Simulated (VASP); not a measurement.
# NbCl2 (I4/mmm) in VASP: single point with PBE

Aim: the single point of NbCl2 with PBE.

Everything below comes from runs of VASP 6.6.1. Logs are shortened: lines on timing, memory, paths and dates and some standing lists are left out, and cuts for length are marked.

**1. The cell of the first run**

The structure is tetragonal, space group I4/mmm (No. 139). The conventional cell has a = 4.124 Å, b = 4.124 Å, c = 7.833 Å, α = 90.00°, β = 90.00°, γ = 90.00°. Within 3.3 Å of Nb (site symmetry 4/mmm) lie 10 Cl at 2.49 to 3.25 Å. Cl (site symmetry 4mm) has 5 Nb at 2.49 to 3.25 Å and 5 Cl at 2.86 to 3.10 Å within 3.3 Å.

**2. Single point, PBE, collinear spin**

The input, INCAR:

```
PREC     = Accurate       # precision mode
ENCUT    = 520            # plane-wave cutoff, eV
EDIFF    = 1E-7           # SCF threshold, eV
ISMEAR   = 0              # smearing method
SIGMA    = 0.1            # smearing width, eV
LREAL    = F              # projectors in reciprocal space
LASPH    = T              # aspherical terms in the spheres
NELM     = 150            # most SCF steps
ALGO     = Normal         # electronic algorithm
ISIF     = 2              # what is computed and relaxed
LWAVE    = F              # write WAVECAR
LCHARG   = F              # write CHGCAR
ISPIN    = 2              # spin polarisation
MAGMOM   = 3.03 0 0       # initial moments
LORBIT   = 11             # projections on sites
LMAXMIX  = 4              # l up to which the mixer works
GGA      = PE             # functional
NBANDS   = 24             # bands
```

The input, KPOINTS:

```
Automatic mesh
0
Gamma
  6 6 6
```

The input, POSCAR:

```
NbCl2
1.0
   -2.0621250925      2.0621250925      3.9165307172
    2.0621250925     -2.0621250925      3.9165307172
    2.0621250925      2.0621250925     -3.9165307172
Nb Cl
1 2
Direct
    0.0000000000      0.0000000000      0.0000000000
    0.6827502350      0.6827502350      0.0000000000
    0.3172497650      0.3172497650      0.0000000000
```

Potentials or basis: VASP PAW PBE potentials, release 64 (Nb_sv, Cl).

Launch:

```sh
$ cat potpaw_PBE.64/Nb_sv/POTCAR potpaw_PBE.64/Cl/POTCAR > POTCAR
$ mpirun -np 1 vasp_std > vasp.out
```

OUTCAR:

```text
PREC = Accurate
   ENCUT = 520
   EDIFF = 1E-7
   ISMEAR = 0
   LREAL = F
   LASPH = T
   NELM = 150
   ISIF = 2
   ISPIN = 2
   LORBIT = 11
   GGA = PE

 ion  position               nearest neighbor table
   1  0.000  0.000  0.000-   2 2.49   3 2.49
   2  0.683  0.683  0.000-   1 2.49
   3  0.317  0.317  0.000-   1 2.49

  LATTYP: Found a body centered tetragonal cell.
 ALAT       =     4.1242501850
 C/A-ratio  =     1.8992692206

  Lattice vectors:

 A1 = (  -2.0621250925,   2.0621250925,   3.9165307172)
 A2 = (   2.0621250925,  -2.0621250925,   3.9165307172)
 A3 = (   2.0621250925,   2.0621250925,  -3.9165307172)

Analysis of symmetry for initial positions (statically):
=====================================================================
 Subroutine PRICEL returns:
 Original cell was already a primitive cell.

 Routine SETGRP: Setting up the symmetry group for a
 body centered tetragonal supercell.

 Subroutine GETGRP returns: Found 16 space group operations
 (whereof 16 operations were pure point group operations)
 out of a pool of 16 trial point group operations.

The static configuration has the point symmetry D_4h.

Analysis of symmetry for dynamics (positions and initial velocities):
=====================================================================
 Subroutine PRICEL returns:
 Original cell was already a primitive cell.

 Routine SETGRP: Setting up the symmetry group for a
 body centered tetragonal supercell.

 Subroutine GETGRP returns: Found 16 space group operations
 (whereof 16 operations were pure point group operations)
 out of a pool of 16 trial point group operations.

The dynamic configuration has the point symmetry D_4h.

Analysis of structural, dynamic, and magnetic symmetry:
=====================================================================
 Subroutine PRICEL returns:
 Original cell was already a primitive cell.

 Routine SETGRP: Setting up the symmetry group for a
 body centered tetragonal supercell.

 Subroutine GETGRP returns: Found 16 space group operations
 (whereof 16 operations were pure point group operations)
 out of a pool of 16 trial point group operations.

The overall configuration has the point symmetry D_4h.

 Subroutine INISYM returns: Found 16 space group operations
 (whereof 16 operations are pure point group operations),
 and found     1 'primitive' translations

----------------------------------------------------------------------------------------

                                     Primitive cell

  volume of cell :      66.6180

  direct lattice vectors                    reciprocal lattice vectors
    -2.062125093  2.062125093  3.916530717     0.000000000  0.242468317  0.127664006
     2.062125093 -2.062125093  3.916530717     0.242468317  0.000000000  0.127664006
     2.062125093  2.062125093 -3.916530717     0.242468317  0.242468317  0.000000000

  length of vectors
     4.883024949  4.883024949  4.883024949     0.274023691  0.274023691  0.342901982

  position of ions in fractional coordinates (direct lattice)
     0.000000000  0.000000000  0.000000000
     0.682750235  0.682750235  0.000000000
     0.317249765  0.317249765  0.000000000

  ion indices of the primitive-cell ions
   primitive index   ion index
                 1           1
                 2           2
                 3           3

----------------------------------------------------------------------------------------

 KPOINTS: Automatic mesh

Automatic generation of k-mesh.
 Grid dimensions read from file:
 generate k-points for:    6    6    6

 Generating k-lattice:

  Cartesian coordinates                     Fractional coordinates (reciprocal lattice)
     0.000000000  0.040411386  0.021277334     0.166666667  0.000000000  0.000000000
     0.040411386  0.000000000  0.021277334     0.000000000  0.166666667  0.000000000
     0.040411386  0.040411386  0.000000000     0.000000000  0.000000000  0.166666667

  Length of vectors
     0.045670615  0.045670615  0.057150330

  Shift w.r.t. Gamma in fractional coordinates (k-lattice)
     0.000000000  0.000000000  0.000000000

 Subroutine IBZKPT returns following result:
 ===========================================

 Found     30 irreducible k-points:

 Following reciprocal coordinates:
            Coordinates               Weight
  0.000000  0.000000  0.000000      1.000000
  0.166667  0.000000 -0.000000      8.000000
  0.333333  0.000000 -0.000000      8.000000
  0.500000 -0.000000  0.000000      4.000000
  0.166667  0.166667 -0.000000      8.000000
  0.333333  0.166667  0.000000     16.000000
[... 16 lines left out ...]
 -0.333333 -0.333333  0.166667      8.000000
 -0.166667 -0.333333  0.166667      8.000000
 [... further k-points ...]
   k-points           NKPTS =     30   k-points in BZ     NKDIM =     30   number of bands    NBANDS=     24
   number of dos      NEDOS =    301   number of ions     NIONS =      3
   total plane-waves  NPLWV =  46656
   dimension x,y,z NGX =    36 NGY =   36 NGZ =   36
   dimension x,y,z NGXF=    72 NGYF=   72 NGZF=   72
   ions per type =               1   2
   NGX,Y,Z   is equivalent  to a cutoff of  12.26, 12.26, 12.26 a.u.
   NGXF,Y,Z  is equivalent  to a cutoff of  24.51, 24.51, 24.51 a.u.
 SYSTEM =  unknown system
   PREC   = accura    normal or accurate (medium, high low for compatibility)
   ISTART =      0    job   : 0-new  1-cont  2-samecut
   ICHARG =      2    charge: 1-file 2-atom 10-const
   ISPIN  =      2    spin polarized calculation?
   LNONCOLLINEAR =      F non collinear calculations
   LSORBIT =      F    spin-orbit coupling
   LASPH  =      T    aspherical Exc in radial PAW
   ENCUT  =  520.0 eV  38.22 Ry    6.18 a.u.   9.08  9.08  9.08*2*pi/ulx,y,z
   NELM   =    150;   NELMIN=  2; NELMDL= -5     # of ELM steps
   EDIFF  = 0.1E-06   stopping-criterion for ELM
   LREAL  =      F    real-space projection
   EDIFFG = 0.1E-05   stopping-criterion for IOM
   NSW    =      0    number of steps for IOM
   IBRION =     -1    ionic relax: 0-MD 1-quasi-New 2-CG
   NFREE  =      0    steps in history (QN), initial steepest desc. (CG)
   ISIF   =      2    stress and relaxation
   ISYM   =      2    0-nonsym 1-usesym 2-fastsym
   POTIM  = 0.5000    time-step for ionic-motion
   TEBEG  =    0.0;   TEEND  =   0.0 temperature during run
   PSTRESS=    0.0 pullay stress
   NELECT =      27.0000    total number of electrons
   NUPDOWN=      -1.0000    fix difference up-down
   EMIN   =  10.00;   EMAX   =-10.00  energy-range for DOS
   EFERMI =   0.00;   METHOD = LEGACY
   ISMEAR =     0;   SIGMA  =   0.10  broadening in eV -4-tet -1-fermi 0-gaus
   EFERMI_NEDOS =   21; number of points for ismear=-14 and -15
   IALGO  =     38    algorithm
   IMIX   =      4    mixing-type and parameters
     AMIX     =   0.40;   BMIX     =  1.00
     AMIX_MAG =   1.60;   BMIX_MAG =  1.00
  volume/ion in A,a.u.               =      22.21       149.85
  Fermi-wavevector in a.u.,A,eV,Ry     =   1.211525  2.289450 19.970521  1.467792
  Thomas-Fermi vector in A             =   2.347037
   LORBIT       =     11    0 simple, 1 ext, 2 COOP (PROOUT), +10 PAW based schemes
   GGA     = PE    functional components
   LHFCALC =     F    Hartree Fock is set to
   AEXX    =    0.0000 exact exchange contribution
   IVDW    =     0    specifies the selected vdW correction
   LEPSILON=     F    determine dielectric tensor
   LRPA    =     F    only Hartree local field effects (RPA)
 spin polarized calculation
 Gauss-broadening in eV      SIGMA  =   0.10
  energy-cutoff  :      520.00
  volume of cell :       66.62
 maximum number of plane-waves:      1814
   NGX = 19   NGY = 19   NGZ = 19

 number of electron      27.0000001 magnetization       2.9993053

 Free energy of the ion-electron system (eV)
  ---------------------------------------------------
  ext. energy  EPLUGINS =         0.00000000
  ---------------------------------------------------
  free energy    TOTEN  =       -13.76589400 eV

  energy without entropy =      -13.75392521  energy(sigma->0) =      -13.75990961

 E-fermi :   6.1349     XC(G=0):  -9.8276

 val. band max:        6.1176960355   @ k =   0.5000   0.3333   0.0000
 cond. band min:       6.1394731617   @ k =   0.1667   0.1667   0.1667
 fundamental gap:      0.0217771262
 Fermi energy:         6.1348998449

 spin component 1

 k-point     1 :       0.0000    0.0000    0.0000
  band No.  band energies     occupation
      1     -50.1230      1.00000
      2     -26.3068      1.00000
      3     -26.2883      1.00000
      4     -26.2883      1.00000
      5     -11.0827      1.00000
      6      -9.0308      1.00000
[... 16 lines left out ...]
     23      15.5681      0.00000
     24      16.0485      0.00000

 k-point     2 :       0.1667    0.0000   -0.0000
  band No.  band energies     occupation
      1     -50.1228      1.00000
      2     -26.3080      1.00000
      3     -26.2933      1.00000
      4     -26.2881      1.00000
      5     -10.9492      1.00000
      6      -9.1719      1.00000
[... 16 lines left out ...]
     23      15.9843      0.00000
     24      16.7810      0.00000
[... 565 lines left out ...]
     23      16.1411      0.00000
     24      16.1912      0.00000

 k-point    24 :      -0.1667   -0.3333    0.1667
  band No.  band energies     occupation
      1     -50.1227      1.00000
      2     -26.3131      1.00000
      3     -26.2938      1.00000
      4     -26.2887      1.00000
      5     -10.6786      1.00000
      6      -9.4804      1.00000
[... 16 lines left out ...]
     23      15.6748      0.00000
     24      16.4111      0.00000

 [... further k-points ...]

 spin component 2

 k-point     1 :       0.0000    0.0000    0.0000
  band No.  band energies     occupation
      1     -48.6251      1.00000
      2     -24.8456      1.00000
      3     -24.4431      1.00000
      4     -24.4431      1.00000
      5     -11.0553      1.00000
      6      -9.0449      1.00000
[... 16 lines left out ...]
     23      15.8840      0.00000
     24      16.2830      0.00000

 k-point     2 :       0.1667    0.0000   -0.0000
  band No.  band energies     occupation
      1     -48.6249      1.00000
      2     -24.8470      1.00000
      3     -24.4480      1.00000
      4     -24.4429      1.00000
      5     -10.9257      1.00000
      6      -9.1824      1.00000
[... 16 lines left out ...]
     23      16.4092      0.00000
     24      17.2028      0.00000
[... 565 lines left out ...]
     23      16.4877      0.00000
     24      16.6268      0.00000

 k-point    24 :      -0.1667   -0.3333    0.1667
  band No.  band energies     occupation
      1     -48.6248      1.00000
      2     -24.8529      1.00000
      3     -24.4487      1.00000
      4     -24.4436      1.00000
      5     -10.6619      1.00000
      6      -9.4837      1.00000
[... 16 lines left out ...]
     23      15.9087      0.00000
     24      16.7458      0.00000

 [... further k-points ...]

------------------------ aborting loop because EDIFF is reached ----------------------------------------

  FORCE on cell =-STRESS in cart. coord.  units (eV):
  Direction    XX          YY          ZZ          XY          YZ          ZX
  --------------------------------------------------------------------------------------
  -------------------------------------------------------------------------------------
  Total        0.0674500      0.0674500     -0.0013618      0.0000000      0.0000000      0.0000000
  in kB        1.6221863      1.6221863     -0.0327509      0.0000000      0.0000000      0.0000000
  external PRESSURE =       1.0705406 kB  Pullay stress =       0.0000000 kB

 VOLUME and BASIS-vectors are now :
 -----------------------------------------------------------------------------
  energy-cutoff  :      520.00
  volume of cell :       66.62
      direct lattice vectors                 reciprocal lattice vectors
    -2.062125093  2.062125093  3.916530717     0.000000000  0.242468317  0.127664006
     2.062125093 -2.062125093  3.916530717     0.242468317  0.000000000  0.127664006
     2.062125093  2.062125093 -3.916530717     0.242468317  0.242468317  0.000000000

 POSITION                                       TOTAL-FORCE (eV/Angst)
 -----------------------------------------------------------------------------------
      0.00000      0.00000      0.00000         0.000000      0.000000      0.000000
      0.00000      0.00000      5.34802        -0.000000     -0.000000     -0.017015
      0.00000      0.00000      2.48504        -0.000000     -0.000000      0.017015
 -----------------------------------------------------------------------------------
    total drift:                                0.000000      0.000000     -0.000000

  FREE ENERGIE OF THE ION-ELECTRON SYSTEM (eV)
  ---------------------------------------------------
  free  energy   TOTEN  =       -13.7658940045 eV

  energy  without entropy=      -13.7539252119  energy(sigma->0) =      -13.75990961

 total charge

# of ion       s       p       d       tot
------------------------------------------
    1        2.083   5.926   2.516  10.526
    2        1.612   3.498   0.000   5.111
    3        1.612   3.498   0.000   5.111
--------------------------------------------------
tot          5.308  12.922   2.516  20.747

 magnetization (x)

# of ion       s       p       d       tot
------------------------------------------
    1        0.033   0.015   2.136   2.185
    2        0.006  -0.036   0.000  -0.029
    3        0.006  -0.036   0.000  -0.029
--------------------------------------------------
tot          0.046  -0.056   2.136   2.126
```

It took 56 s on 1 thread of Intel Xeon 6975P-C (Granite Rapids), shared host; peak memory 0.27 GiB.

What came out:

| Property | Result |
| --- | --- |
| Free energy | -13.7659 eV |
| Pressure | 0.1 GPa |
| Largest force | 0.017 eV/Å |
| Band gap on the k mesh | zero (filled and empty bands overlap) |
| Net moment | 3.00 μB per cell |
| Site moments | Nb +2.19; Cl -0.03 μB |
| Valence electrons inside the program's atomic spheres | Nb 10.53; Cl 5.11 |

Forces in eV/Å, atoms in the order of the input:
```
Nb   0.000  0.000  0.000
Cl   0.000  0.000 -0.017
Cl   0.000  0.000  0.017
```

Stress tensor (GPa, compression positive):
```
0.16 0.00 0.00
0.00 0.16 0.00
0.00 0.00 0.00
```
